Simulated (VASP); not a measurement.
Write the native input for VASP 6.6.1 that does the following.

```
Task                   : single point
Functional             : PBEsol
Potentials or basis    : VASP PAW PBE potentials, release 64 (Cd, Te)
Cutoff                 : 500 eV
k mesh                 : 5 × 5 × 5
Occupations            : gaussian, width 0.01 eV
Spin                   : no spin polarisation
Dipole correction      : no
Further INCAR settings : ALGO = Normal; EDIFF = 1e-06; NBANDS = 16
```

The structure of CdTe lies in POSCAR:

```
CdTe
1.0
    0.0000000000      3.1171471880      3.1171471880
    3.1171471880      0.0000000000      3.1171471880
    3.1171471880      3.1171471880      0.0000000000
Cd Te
1 1
Direct
    0.0000000000      0.0000000000      0.0000000000
    0.2500000000      0.2500000000      0.2500000000
```

The input as run:

INCAR

```
  PREC = Accurate
  ENCUT = 500
  EDIFF = 1E-6
  ISMEAR = 0
  SIGMA = 0.01
  LREAL = False
  LASPH = True
  NELM = 120
  ALGO = Normal
  ISIF = 2
  LWAVE = False
  LCHARG = True
  GGA = PS
  LELF = True
  LVHAR = True
  NBANDS = 16
  GGA_COMPAT = False
```

KPOINTS

```
Automatic mesh
0
Gamma
  5 5 5
```

Potentials or basis: VASP PAW PBE potentials, release 64 (Cd, Te).

Run with:

```bash
$ cat potpaw_PBE.64/Cd/POTCAR potpaw_PBE.64/Te/POTCAR > POTCAR
$ mpirun -np 1 vasp_std > vasp.out
```

It gave:

```
Pressure               : 7.0 GPa
Band gap on the k mesh : 1.01 eV, direct
```

Caveat: the PAW data sets were made with another functional, which shifts forces and pressure a little; spin-orbit coupling is left out, which moves the levels of the heavy elements.

Wall time 11 s on 1 thread of Intel Xeon 6975P-C (shared host), peak memory 0.18 GiB.
